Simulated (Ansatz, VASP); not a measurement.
**One calculation of Ti3W2, two programs**

```
Ti W
1.0
     5.30042    0.00000    0.00000
    -2.65021    4.59030    0.00000
     0.00000    0.00000    4.95722
Ti W
3 2
Cartesian
  2.6502 0.0000 2.4786
  -1.3251 2.2951 2.4786
  1.3251 2.2951 2.4786
  0.0000 0.0000 1.3430
  0.0000 0.0000 3.6142
```

Alike in both runs: functional PBE; k mesh 6 × 6 × 4; occupations gaussian, width 0.1 eV; no spin polarisation.

Ansatz relaxed the structure, and its values are those at the end. VASP's run is a single point on that final structure, the one shown.

|  | VASP | Ansatz |
| --- | --- | --- |
| version | VASP 6.6.1 | Ansatz 0.2.0 |
| potentials or method | VASP PAW PBE potentials, release 64 (Ti_sv, W_sv), cutoff 520 eV | scalar-relativistic, plane waves, PAW |
| valence electrons in the cell | 64 | 64 |

```tsv
	VASP	Ansatz	Ansatz less VASP
gap on the k mesh at the Fermi level (eV)	none	none	-
pressure (GPa)	0.2	0.0	-0.22
rms of the force components (eV/Å)	0.091	0.000	-0.0909
```

A gap of «none» marks a metal or a gap that the smearing closes.

Neither program's run includes spin-orbit coupling.
